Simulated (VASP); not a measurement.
Here is a VASP 6.6.1 calculation.

INCAR

```
SYSTEM = SiB5
PREC = Accurate ; ENCUT = 520
EDIFF = 1E-7 ; ISMEAR = 0
SIGMA = 0.2 ; LREAL = .False.
LASPH = .True. ; NELM = 60
ALGO = Normal ; ISIF = 2
LWAVE = .False. ; LCHARG = .False.
GGA = PE ; NBANDS = 31
```

The input KPOINTS:

```
regular mesh
0
Gamma
  6 6 6
  0 0 0
```

POSCAR

```
SiB5
1.0
   -3.0086358373      0.0000000000      4.1920481327
   -4.3197172783      2.9870820708      0.0020936224
   -4.3197172783     -2.9870820708      0.0020936224
Si B
2 10
Direct
    0.8968445708      0.2864198384      0.2864198384
    0.1031554292      0.7135801616      0.7135801616
    0.6645992457      0.9990274301      0.9990274301
    0.3354007543      0.0009725699      0.0009725699
    0.3427230040      0.9856272799      0.6629454568
    0.6572769960      0.0143727201      0.3370545432
    0.6572769960      0.3370545432      0.0143727201
    0.3427230040      0.6629454568      0.9856272799
    0.9236112926      0.1722558069      0.6988135633
    0.9236112926      0.6988135633      0.1722558069
    0.0763887074      0.3011864367      0.8277441931
    0.0763887074      0.8277441931      0.3011864367
```

Potentials or basis: VASP PAW PBE potentials, release 64 (Si, B).

Command:

```sh
$ cat potpaw_PBE.64/Si/POTCAR potpaw_PBE.64/B/POTCAR > POTCAR
$ mpirun -np 1 vasp_std > vasp.out
```

(1) Estimate the band gap on the k mesh.

(2) Estimate the largest force.

(3) Estimate the pressure.

Results:

(1) zero (band 19 reaches 6.64 eV, above the bottom of band 20 at 6.02 eV).

(2) 0.017 eV/Å.

(3) 0.0 GPa.
